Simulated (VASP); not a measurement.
Set up this calculation in VASP 6.6.1, as the native input.

| Property | Result |
| --- | --- |
| Task | single point |
| Functional | PBE |
| Potentials or basis | VASP PAW PBE potentials, release 64 (Ta_pv, F) |
| Cutoff | 520 eV |
| k mesh | 6 × 4 × 10 |
| Occupations | gaussian, width 0.1 eV |
| Spin | no spin polarisation |
| Dipole correction | no |
| Further INCAR settings | ALGO = Fast; EDIFF = 1e-06; NBANDS = 50 |

The structure of TaF4 lies in POSCAR:

```
TaF4
1.0
    5.6013951044      0.0000000000      0.0000000000
    0.0000000000     10.7964503899      0.0000000000
    0.0000000000      0.0000000000      2.8576230883
Ta F
2 8
Direct
    0.0000000000      0.0000000000      0.0000000000
    0.5000000000      0.5000000000      0.0000000000
    0.7759481361      0.4014073675      0.0000000000
    0.2759481361      0.0985926325      0.0000000000
    0.6555667663      0.6172864865      0.5000000000
    0.8444332337      0.1172864865      0.5000000000
    0.1555667663      0.8827135135      0.5000000000
    0.3444332337      0.3827135135      0.5000000000
    0.7240518639      0.9014073675      0.0000000000
    0.2240518639      0.5985926325      0.0000000000
```

The cell was generated, and may not be a known phase.

These files were run (other wordings do the same):

INCAR

```
  ALGO = Fast
  EDIFF = 1E-6
  ENCUT = 520
  GGA = PE
  ISIF = 2
  ISMEAR = 0
  LASPH = True
  LCHARG = False
  LREAL = False
  LWAVE = False
  NBANDS = 50
  NELM = 80
  PREC = Accurate
  SIGMA = 0.1
```

KPOINTS

```
k-points
0
Gamma
  6 4 10
```

Potentials or basis: VASP PAW PBE potentials, release 64 (Ta_pv, F).

Launch:

```console
$ cat potpaw_PBE.64/Ta_pv/POTCAR potpaw_PBE.64/F/POTCAR > POTCAR
$ mpirun -np 1 vasp_std > vasp.out
```

It gave:

```
Pressure               : 0.5 GPa
Largest force          : 0.206 eV/Å
Band gap on the k mesh : zero (bands 39 and 40 overlap by 2.61 eV)
```

Caveat: spin-orbit coupling is left out, which moves the levels of the heavy elements.

Run time: 18 min on 1 thread of Oxide Virtual Turin-like Processor, on a shared host, peak memory 0.54 GiB.
